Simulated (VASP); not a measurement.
Wanted: the native input for a VASP 6.6.1 run.

| Quantity | Value |
| --- | --- |
| Task | single point |
| Functional | PBE |
| Potentials or basis | VASP PAW PBE potentials, release 64 (Al, B, Te) |
| Cutoff | 520 eV |
| k mesh | 3 × 3 × 4 |
| Occupations | gaussian, width 0.1 eV |
| Spin | no spin polarisation |
| Dipole correction | no |
| Further INCAR settings | ALGO = Normal; EDIFF = 1e-06; NBANDS = 28 |

The structure of Al4B2Te3 lies in POSCAR:

```
Al4B2Te3
1.0
    9.1559901340      0.0000000000      0.0000000000
   -4.5779950670      7.9293200529      0.0000000000
    0.0000000000      0.0000000000      4.7350071664
Al B Te
4 2 3
Direct
    0.3333333333      0.6666666667      0.5000000000
    0.6666666667      0.3333333333      0.5000000000
    0.3333333333      0.6666666667      0.0000000000
    0.6666666667      0.3333333333      0.0000000000
    0.0000000000      0.0000000000      0.5000000000
    0.0000000000      0.0000000000      0.0000000000
    0.5000000000      0.0000000000      0.5000000000
    0.0000000000      0.5000000000      0.5000000000
    0.5000000000      0.5000000000      0.5000000000
```

The input as run:

INCAR

```
SYSTEM = Al4B2Te3
PREC = Accurate
ENCUT = 520
EDIFF = 1E-6
ISMEAR = 0
SIGMA = 0.1
LREAL = .False.
LASPH = .True.
NELM = 100
ALGO = Normal
ISIF = 2
LWAVE = .False.
LCHARG = .False.
GGA = PE
NBANDS = 28
```

KPOINTS

```
Automatic mesh
0
Gamma
  3 3 4
  0 0 0
```

Potentials or basis: VASP PAW PBE potentials, release 64 (Al, B, Te).

Command:

```bash
$ cat potpaw_PBE.64/Al/POTCAR potpaw_PBE.64/B/POTCAR potpaw_PBE.64/Te/POTCAR > POTCAR
$ mpirun -np 1 vasp_std > vasp.out
```

Results of the run:

The pressure is 0.2 GPa. The band gap on the k mesh is zero (band 18 reaches 2.10 eV, above the bottom of band 19 at 1.10 eV).

Caveat: spin-orbit coupling is left out, which moves the levels of the heavy elements.

Wall time 2.4 min on 1 thread of Intel(R) Xeon(R) Platinum 8259CL CPU @ 2.50GHz (Skylake/Cascade Lake) (shared host), peak memory 0.43 GiB.
